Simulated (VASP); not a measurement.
# GaP in VASP: notebook, part 2 of 2

VASP 6.6.1. The steps go on from the part before.

### 3 Single point, HF

This run uses another cell than the first one, of 21.45 Å³/atom, 1.019 times its volume.

POSCAR

```
GaP
1.0
    0.0000000000      2.7786998443      2.7786998443
    2.7786998443      0.0000000000      2.7786998443
    2.7786998443      2.7786998443      0.0000000000
Ga P
1 1
Direct
    0.0000000000      0.0000000000      0.0000000000
    0.7500000000      0.7500000000      0.7500000000
```

INCAR.step1

```
PREC = Accurate
ENCUT = 520
EDIFF = 1E-5
ISMEAR = -1
SIGMA = 0.05
LREAL = False
LASPH = True
NELM = 80
ALGO = Normal
ISIF = 2
LWAVE = True
LCHARG = False
GGA = PE
NBANDS = 16
```

INCAR.step2

```
PREC = Accurate
ENCUT = 520
EDIFF = 1E-6
ISMEAR = -1
SIGMA = 0.05
LREAL = False
LASPH = True
NELM = 80
ALGO = Normal
ISIF = 2
LWAVE = False
LCHARG = False
GGA = PE
LHFCALC = True
AEXX = 1.0
ALDAC = 0.0
AGGAC = 0.0
PRECFOCK = Normal
ISTART = 1
NBANDS = 16
```

KPOINTS

```
regular mesh
0
Gamma
  4 4 4
```

Potentials or basis: VASP PAW PBE potentials, release 64 (Ga_d, P).

Run with:

```bash
> cat potpaw_PBE.64/Ga_d/POTCAR potpaw_PBE.64/P/POTCAR > POTCAR
> cp INCAR.step1 INCAR
> mpirun -np 1 vasp_std > vasp.out
> cp INCAR.step2 INCAR
> mpirun -np 1 vasp_std > vasp.out
```

OUTCAR:

```text
PREC = Accurate
   ENCUT = 520
   EDIFF = 1E-6
   ISMEAR = -1
   LREAL = False
   LASPH = True
   NELM = 80
   ISIF = 2
   GGA = PE
   LHFCALC = True
   AEXX = 1.0
   PRECFOCK = Normal
   ISTART = 1

 ion  position               nearest neighbor table
   1  0.000  0.000  0.000-   2 2.41   2 2.41   2 2.41   2 2.41
   2  0.750  0.750  0.750-   1 2.41   1 2.41   1 2.41   1 2.41

  LATTYP: Found a face centered cubic cell.
 ALAT       =     5.5573996886

  Lattice vectors:

 A1 = (   0.0000000000,   2.7786998443,   2.7786998443)
 A2 = (   2.7786998443,   0.0000000000,   2.7786998443)
 A3 = (   2.7786998443,   2.7786998443,   0.0000000000)

Analysis of symmetry for initial positions (statically):
[... 5 lines left out ...]
 face centered cubic supercell.

 Subroutine GETGRP returns: Found 24 space group operations
 (whereof 24 operations were pure point group operations)
 out of a pool of 48 trial point group operations.

The static configuration has the point symmetry T_d .

Analysis of symmetry for dynamics (positions and initial velocities):
[... 5 lines left out ...]
 face centered cubic supercell.

 Subroutine GETGRP returns: Found 24 space group operations
 (whereof 24 operations were pure point group operations)
 out of a pool of 48 trial point group operations.

The dynamic configuration has the point symmetry T_d .

 Subroutine INISYM returns: Found 24 space group operations
 (whereof 24 operations are pure point group operations),
 and found     1 'primitive' translations

----------------------------------------------------------------------------------------

                                     Primitive cell

  volume of cell :      42.9096

  direct lattice vectors                    reciprocal lattice vectors
[... 90 lines left out ...]
     AMIX_MAG =   1.60;   BMIX_MAG =  1.00
  volume/ion in A,a.u.               =      21.45       144.78
  Fermi-wavevector in a.u.,A,eV,Ry     =   1.225502  2.315863 20.433980  1.501855
  Thomas-Fermi vector in A             =   2.360538
   LORBIT       =      0    0 simple, 1 ext, 2 COOP (PROOUT), +10 PAW based schemes
   GGA     = PE    functional components
   LHFCALC =     T    Hartree Fock is set to
   PRECFOCK=normal    Normal, Fast or Accurate (Low or Medium for compatibility)
   ENCUT4O =  -1.0   cutoff for four orbital integrals eV
   NKREDX  =     1    reduce k-point grid by
   NKREDY  =     1    reduce k-point grid by
   NKREDZ  =     1    reduce k-point grid by
   AEXX    =    1.0000 exact exchange contribution
   HFSCREEN=    0.0000 screening length (either q_TF or 0.3 A-1)
   HFSCREENC=   0.0000 screening length for correlation (either q_TF or 0.3 A-1)
   ENCUTFOCK=  -1.0 apply spherical cutoff to Coloumb kernel
   IVDW    =     0    specifies the selected vdW correction
   LEPSILON=     F    determine dielectric tensor
   LRPA    =     F    only Hartree local field effects (RPA)
 non-spin polarized calculation
  energy-cutoff  :      520.00
  volume of cell :       42.91
 maximum number of plane-waves:      1174
 NGX is ok and might be reduce to    30
  NGX = 24; NGY = 24; NGZ = 24

 number of electron      18.0000013 magnetization

 Free energy of the ion-electron system (eV)
  ---------------------------------------------------
  ext. energy  EPLUGINS =         0.00000000
  ---------------------------------------------------
  free energy    TOTEN  =       -17.29587405 eV

  energy without entropy =      -17.29587405  energy(sigma->0) =      -17.29587405

 E-fermi :   3.0336     XC(G=0):   0.0000

 val. band max:        1.8650110134   @ k =   0.0000   0.0000   0.0000
 cond. band min:       9.7950935485   @ k =   0.5000   0.5000   0.0000
 fundamental gap:      7.9300825351
 Fermi energy:         3.0336098501

 k-point     1 :       0.0000    0.0000    0.0000
  band No.  band energies     occupation
      1     -22.6287      2.00000
      2     -22.6287      2.00000
      3     -22.6287      2.00000
      4     -22.5217      2.00000
      5     -22.5217      2.00000
      6     -15.0264      2.00000
[... 129 lines left out ...]
      3     -22.5895      2.00000
      4     -22.5309      2.00000
      5     -22.5177      2.00000
      6     -11.3763      2.00000
[... 8 lines left out ...]
     15      22.4240      0.00000
     16      23.9543      0.00000

------------------------ aborting loop because EDIFF is reached ----------------------------------------

  FORCE on cell =-STRESS in cart. coord.  units (eV):
  Direction    XX          YY          ZZ          XY          YZ          ZX
  --------------------------------------------------------------------------------------
  -------------------------------------------------------------------------------------
  Total       -0.2123074     -0.2123074     -0.2123074      0.0000000      0.0000000     -0.0000000
  in kB       -7.9272180     -7.9272180     -7.9272180      0.0000000      0.0000000     -0.0000000
  external PRESSURE =      -7.9272180 kB  Pullay stress =       0.0000000 kB

 VOLUME and BASIS-vectors are now :
 -----------------------------------------------------------------------------
  energy-cutoff  :      520.00
  volume of cell :       42.91
      direct lattice vectors                 reciprocal lattice vectors
     0.000000000  2.778699844  2.778699844    -0.179940270  0.179940270  0.179940270
     2.778699844  0.000000000  2.778699844     0.179940270 -0.179940270  0.179940270
     2.778699844  2.778699844  0.000000000     0.179940270  0.179940270 -0.179940270

 POSITION                                       TOTAL-FORCE (eV/Angst)
 -----------------------------------------------------------------------------------
      0.00000      0.00000      0.00000        -0.000000     -0.000000     -0.000000
      4.16805      4.16805      4.16805         0.000000      0.000000      0.000000
 -----------------------------------------------------------------------------------
    total drift:                                0.000051      0.000076      0.000039

  FREE ENERGIE OF THE ION-ELECTRON SYSTEM (eV)
  ---------------------------------------------------
  free  energy   TOTEN  =       -17.2958740520 eV

  energy  without entropy=      -17.2958740520  energy(sigma->0) =      -17.29587405
```

OUTCAR.step1:

```text
PREC = Accurate
   ENCUT = 520
   EDIFF = 1E-5
   ISMEAR = -1
   LREAL = False
[... 355 lines left out ...]
      0.00000      0.00000      0.00000         0.000000      0.000000      0.000000
      4.16805      4.16805      4.16805        -0.000000     -0.000000     -0.000000
 -----------------------------------------------------------------------------------
    total drift:                               -0.000002     -0.000002     -0.000002

  FREE ENERGIE OF THE ION-ELECTRON SYSTEM (eV)
  ---------------------------------------------------
  free  energy   TOTEN  =        -8.9835130444 eV

  energy  without entropy=       -8.9835129079  energy(sigma->0) =       -8.98351298
```

It took 6.2 min on 1 thread of Intel Xeon Platinum 8488C (Sapphire Rapids), shared host; peak memory 0.17 GiB.

Results:

| Property | Result |
| --- | --- |
| Free energy | -17.2959 eV |
| Pressure | -0.8 GPa |
| Band gap on the k mesh | 7.93 eV, indirect (least direct gap 8.78 eV) |

Caveat: the k points lie up to 0.49 Å⁻¹ apart; the PAW data sets were made with another functional, which shifts forces and pressure a little. A k mesh can miss the band edges.

### 4 Single point, HSE06

This run uses another cell than the first one, of 20.24 Å³/atom, 0.961 times its volume.

POSCAR

```
GaP
1.0
    0.0000000000      2.7252500000      2.7252500000
    2.7252500000      0.0000000000      2.7252500000
    2.7252500000      2.7252500000      0.0000000000
Ga P
1 1
Direct
    0.0000000000      0.0000000000      0.0000000000
    0.7500000000      0.7500000000      0.7500000000
```

INCAR.step1

```
SYSTEM = GaP
PREC = Accurate ; ENCUT = 400
EDIFF = 1E-5 ; ISMEAR = 0
SIGMA = 0.01 ; LREAL = .False.
LASPH = .True. ; NELM = 120
ALGO = Normal ; ISIF = 2
LWAVE = .True. ; LCHARG = .False.
GGA = PE ; NBANDS = 16
GGA_COMPAT = .False.
```

INCAR.step2

```
SYSTEM = GaP
PREC = Accurate ; ENCUT = 400
EDIFF = 1E-6 ; ISMEAR = 0
SIGMA = 0.01 ; LREAL = .False.
LASPH = .True. ; NELM = 120
ALGO = Normal ; ISIF = 2
LWAVE = .False. ; LCHARG = .False.
GGA = PE ; LHFCALC = .True.
HFSCREEN = 0.2079 ; PRECFOCK = Normal
ISTART = 1 ; NBANDS = 16
GGA_COMPAT = .False.
```

KPOINTS

```
Automatic mesh
0
Gamma
  6 6 6
  0 0 0
```

Run with:

```bash
> cat potpaw_PBE.64/Ga_d/POTCAR potpaw_PBE.64/P/POTCAR > POTCAR
> cp INCAR.step1 INCAR
> mpirun -np 1 vasp_std > vasp.out
> cp INCAR.step2 INCAR
> mpirun -np 1 vasp_std > vasp.out
```

It took 43 min on 1 thread of AMD EPYC 7R43 (Zen 3), shared host; peak memory 0.24 GiB.

The run converged. Its results:

```yaml
Free_energy: -10.7771 eV
Pressure: 0.3 GPa
Band_gap_on_the_k_mesh: 2.29 eV, indirect (least direct gap 2.80 eV)
```

Levels at points of the mesh, in eV from the valence-band top:
```tsv
k point	band 7	band 8	band 9	band 10	band 11	band 12
(0.00, 0.00, 0.00)	0.00	0.00	0.00	2.80	4.77	4.77
(0.50, 0.00, 0.00)	-7.23	-1.21	-1.21	2.51	5.62	5.62
(0.50, 0.50, 0.00)	-7.33	-2.92	-2.92	2.29	2.56	12.06
```

Caveat: the PAW data sets were made with another functional, which shifts forces and pressure a little.

### 5 The runs side by side

```tsv
level	cell	k mesh	cutoff (eV)	smearing	grid for exact exchange (PRECFOCK)	screening parameter	gap on the mesh (eV)	pressure (GPa)
PBEsol	a = 3.893, b = 3.893, c = 3.931 Å, angles 59.7, 59.7, 60.7°, 2 atoms	7 × 7 × 7	500	fermi-dirac 0.05 eV	-	-	1.35	-3.6
HF	a = 3.930 Å, angles 60.0°, 2 atoms	4 × 4 × 4	520	fermi-dirac 0.05 eV	Normal	-	7.93	-0.8
HSE06	a = 3.854 Å, angles 60.0°, 2 atoms	6 × 6 × 6	400	gaussian 0.01 eV	Normal	0.2079 1/Å	2.29	0.3
```

Alike in all rows: task single point; potentials or basis VASP PAW PBE potentials, release 64 (Ga_d, P); no spin polarisation.

Caveats: some runs use coarse meshes; the PAW data sets were made with another functional, which shifts forces and pressure a little.

Absolute energies hang on the potentials; compare differences alone.

### 6 Against experiment

Step 4. A measured gap of GaP is 2.34 eV (indirect; 10 K; quoted in “Stacking defects in GaP nanowires: Electronic structure and optical properties”, 2018, arxiv:1810.01194); the calculated 2.29 eV misses it by -0.05 eV. Spin-orbit coupling on Ga is left out. The value is that of HSE06 on a finite k mesh, which can miss the band edges, without temperature or zero-point motion.
